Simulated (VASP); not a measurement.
Set up this calculation in VASP 6.6.1, as the native input.

- Task: relaxation of cell and atoms
- Functional: PBEsol
- Potentials or basis: VASP PAW PBE potentials, release 64 (Au)
- Cutoff: 600 eV
- k mesh: 18 × 18 × 18
- Occupations: gaussian, width 0.1 eV
- Spin: no spin polarisation
- Dipole correction: no
- Further INCAR settings: ALGO = Fast; EDIFF = 1e-06; IBRION = 2; EDIFFG = -0.005; NSW = 100; ISIF = 3

The structure of Au lies in POSCAR:

```
Au
1.0
    0.0000000000      2.0350000000      2.0350000000
    2.0350000000      0.0000000000      2.0350000000
    2.0350000000      2.0350000000      0.0000000000
Au
1
Direct
    0.0000000000      0.0000000000      0.0000000000
```

One way to write it, as run:

INCAR

```
PREC     = Accurate       # precision mode
ENCUT    = 600            # plane-wave cutoff, eV
EDIFF    = 1E-6           # SCF threshold, eV
ISMEAR   = 0              # smearing method
SIGMA    = 0.1            # smearing width, eV
LREAL    = False          # projectors in reciprocal space
LASPH    = True           # aspherical terms in the spheres
NELM     = 60             # most SCF steps
ALGO     = Fast           # electronic algorithm
ISIF     = 3              # what is computed and relaxed
LWAVE    = False          # write WAVECAR
LCHARG   = False          # write CHGCAR
GGA      = PS             # functional
IBRION   = 2              # ionic algorithm
NSW      = 100            # ionic steps
EDIFFG   = -0.005         # ionic threshold
```

KPOINTS

```
regular mesh
0
Gamma
  18 18 18
```

Potentials or basis: VASP PAW PBE potentials, release 64 (Au).

The run is started by

```bash
$ cat potpaw_PBE.64/Au/POTCAR > POTCAR
$ mpirun -np 1 vasp_std > vasp.out
```

It gave:

The relaxed volume is 17.01 Å³/atom. The relaxed cell is a = 2.887 Å, b = 2.887 Å, c = 2.887 Å, α = 60.00°, β = 60.00°, γ = 60.00° and the space group after relaxing (to 0.05 Å) is Fm-3m (No. 225). The energy gained by relaxing is 0.7 meV/atom. The ionic steps are 13 and the pressure after relaxing is 0.0 GPa.

Caveat: the PAW data sets were made with another functional, which shifts forces and pressure a little.

Wall time 69 s on 1 thread of AMD EPYC 9R45 (Zen 5) (shared host), peak memory 0.15 GiB.
